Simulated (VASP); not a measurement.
Write the native input for VASP 6.6.1 that does the following.

| Property | Result |
| --- | --- |
| Task | single point |
| Functional | PBE |
| Potentials or basis | VASP PAW PBE potentials, release 64 (Sr_sv, Ti_sv, O) |
| Cutoff | 520 eV |
| k mesh | 8 × 8 × 8 |
| Occupations | gaussian, width 0.01 eV |
| Spin | no spin polarisation |
| Dipole correction | no |
| Further INCAR settings | ALGO = Normal; EDIFF = 1e-06; NBANDS = 51 |

The structure of SrTiO3 lies in POSCAR:

```
SrTiO3
1.0
   -2.7777167043      2.7777167043      3.9464444983
    2.7777167043     -2.7777167043      3.9464444983
    2.7777167043      2.7777167043     -3.9464444983
Sr Ti O
2 2 6
Direct
    0.7500000000      0.2500000000      0.5000000000
    0.2500000000      0.7500000000      0.5000000000
    0.0000000000      0.0000000000      0.0000000000
    0.5000000000      0.5000000000      0.0000000000
    0.2500000000      0.2500000000      0.0000000000
    0.7500000000      0.7500000000      0.0000000000
    0.7281975648      0.2281975648      0.9563951296
    0.2281975648      0.2718024352      0.5000000000
    0.2718024352      0.7718024352      0.0436048704
    0.7718024352      0.7281975648      0.5000000000
```

The input as run:

INCAR

```
SYSTEM = SrTiO3
PREC = Accurate ; ENCUT = 520
EDIFF = 1E-6 ; ISMEAR = 0
SIGMA = 0.01 ; LREAL = .False.
LASPH = .True. ; NELM = 100
ALGO = Normal ; ISIF = 2
LWAVE = .False. ; LCHARG = .False.
GGA = PE ; NBANDS = 51
```

KPOINTS

```
regular mesh
0
Gamma
  8 8 8
  0 0 0
```

Potentials or basis: VASP PAW PBE potentials, release 64 (Sr_sv, Ti_sv, O).

Run with:

```bash
$ cat potpaw_PBE.64/Sr_sv/POTCAR potpaw_PBE.64/Ti_sv/POTCAR potpaw_PBE.64/O/POTCAR > POTCAR
$ mpirun -np 1 vasp_std > vasp.out
```

Results of the run:

```json
{
  "Pressure": "0.6 GPa",
  "Largest force": "0.004 eV/Å",
  "Band gap on the k mesh": "1.90 eV"
}
```

Run time: 13 min on 1 thread of AMD EPYC 9755 128-Core Processor, with other jobs on the host, peak memory 0.41 GiB.
